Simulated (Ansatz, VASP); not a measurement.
# Os in VASP and in Ansatz

```
CELL_PARAMETERS angstrom
2.71752 0.00000 0.00000
-1.35876 2.35345 0.00000
0.00000 0.00000 4.28446
ATOMIC_POSITIONS crystal
Os 0.33333 0.66667 0.25000
Os 0.66667 0.33333 0.75000
```

Alike in both runs: task single point; functional LDA; k mesh 8 × 8 × 5; occupations fermi-dirac, width 0.1 eV; no spin polarisation.

|  | VASP | Ansatz |
| --- | --- | --- |
| version | VASP 6.6.1 | Ansatz 0.2.0 |
| potentials or method | VASP PAW LDA potentials, release 64 (Os_sv_GW), cutoff 500 eV | plane waves (420 eV) with PAW, scalar-relativistic |
| valence electrons in the cell | 32 | 32 |

```csv
,VASP,Ansatz,Ansatz less VASP
pressure (GPa),-1.2,-0.5,+0.73
"traceless stress, the component that is largest in VASP (GPa)",1.32,1.17,-0.154
```

Ansatz warns that its potentials were made for another functional, while VASP's fit it. LDA's correlation is that of Perdew and Zunger in VASP and of Perdew and Wang (1992) in Ansatz.

Neither program's run includes spin-orbit coupling.
